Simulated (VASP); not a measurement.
Set up this calculation in VASP 6.6.1, as the native input.

- Task: single point
- Functional: PBE
- Potentials or basis: VASP PAW PBE potentials, release 64 (P)
- Cutoff: 500 eV
- k mesh: 17 × 17 × 17
- Occupations: fermi-dirac, width 0.1 eV
- Spin: no spin polarisation
- Dipole correction: no
- Further INCAR settings: ALGO = Normal; EDIFF = 1e-06; NBANDS = 8

The structure of P lies in POSCAR:

```
P
1.0
    2.1165793406      0.0000000000      0.0000000000
    0.0000000000      2.1165793406      0.0000000000
    0.0000000000      0.0000000000      2.1165793406
P
1
Direct
    0.0000000000      0.0000000000      0.0000000000
```

These files were run (other wordings do the same):

INCAR

```
SYSTEM = P
PREC     = Accurate       ! precision mode
ENCUT    = 500            ! plane-wave cutoff, eV
EDIFF    = 1E-6           ! SCF threshold, eV
ISMEAR   = -1             ! smearing method
SIGMA    = 0.1            ! smearing width, eV
LREAL    = .False.        ! projectors in reciprocal space
LASPH    = .True.         ! aspherical terms in the spheres
NELM     = 120            ! most SCF steps
ALGO     = Normal         ! electronic algorithm
ISIF     = 2              ! what is computed and relaxed
LWAVE    = .False.        ! write WAVECAR
LCHARG   = .True.         ! write CHGCAR
GGA      = PE             ! functional
LELF     = .True.         ! ELF
LVHAR    = .True.       
NBANDS   = 8              ! bands
GGA_COMPAT= .False.
```

KPOINTS

```
Automatic mesh
0
Gamma
  17 17 17
  0 0 0
```

Potentials or basis: VASP PAW PBE potentials, release 64 (P).

Command:

```console
$ cat potpaw_PBE.64/P/POTCAR > POTCAR
$ mpirun -np 1 vasp_std > vasp.out
```

It gave:

| Item | Value |
| --- | --- |
| Pressure | 123.1 GPa |

Run time: 7.2 s on 1 thread of Intel Xeon 8259CL, with other jobs on the host, peak memory 0.11 GiB.
